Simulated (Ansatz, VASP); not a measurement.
# AlN: VASP beside Ansatz

Contents of INCAR:

```
PREC = Accurate ; ENCUT = 520
EDIFF = 1E-6 ; ISMEAR = 0
SIGMA = 0.05 ; LREAL = False
LASPH = True ; NELM = 100
ALGO = Normal ; ISIF = 2
LWAVE = False ; LCHARG = False
GGA = PS ; NBANDS = 11
```

Contents of KPOINTS:

```
regular mesh
0
Gamma
  10 10 10
```

File POSCAR:

```
AlN
1.0
    0.0000000000      1.9856472456      1.9856472456
    1.9856472456      0.0000000000      1.9856472456
    1.9856472456      1.9856472456      0.0000000000
Al N
1 1
Direct
    0.5000000000      0.5000000000      0.5000000000
    0.0000000000      0.0000000000      0.0000000000
```

Input for Ansatz:

```yaml
crystal:
  lattice:
    - [0.0, 1.9856472456, 1.9856472456]
    - [1.9856472456, 0.0, 1.9856472456]
    - [1.9856472456, 1.9856472456, 0.0]
  atoms:
    - { symbol: Al, position: [0.5, 0.5, 0.5] }
    - { symbol: "N", position: [0.0, 0.0, 0.0] }
basis:
  ecutwfc: 520.0
kpoints:
  mp_grid: { grid: [10, 10, 10] }
hamiltonian:
  xc: pbesol
  pseudopotentials: { kind: paw, azcp: { folder: soft_1 } }
scf:
  occupations: { method: gaussian, width: 0.05 }
output:
  forces: true
  stress: true
  eigenvalues: true
```

Alike in both runs: task single point; functional PBEsol; k mesh 10 × 10 × 10; occupations gaussian, width 0.05 eV; no spin polarisation.

|  | VASP | Ansatz |
| --- | --- | --- |
| version | VASP 6.6.1 | Ansatz 0.2.0 |
| potentials or method | VASP PAW PBE potentials, release 64 (Al, N), cutoff 520 eV | scalar-relativistic, plane waves, PAW |
| valence electrons in the cell | 8 | 8 |

```tsv
	VASP	Ansatz	Ansatz less VASP
gap on the k mesh at the Fermi level (eV)	5.04	5.03	-0.008
least direct gap on the mesh (eV)	6.47	6.44	-0.024
pressure (GPa)	16.2	16.0	-0.13
```

VASP's potentials were made for PBE, not for PBEsol, and Ansatz warns of the same on its side. With one functional, cell and mesh, what is left measures potentials, basis and numerics.
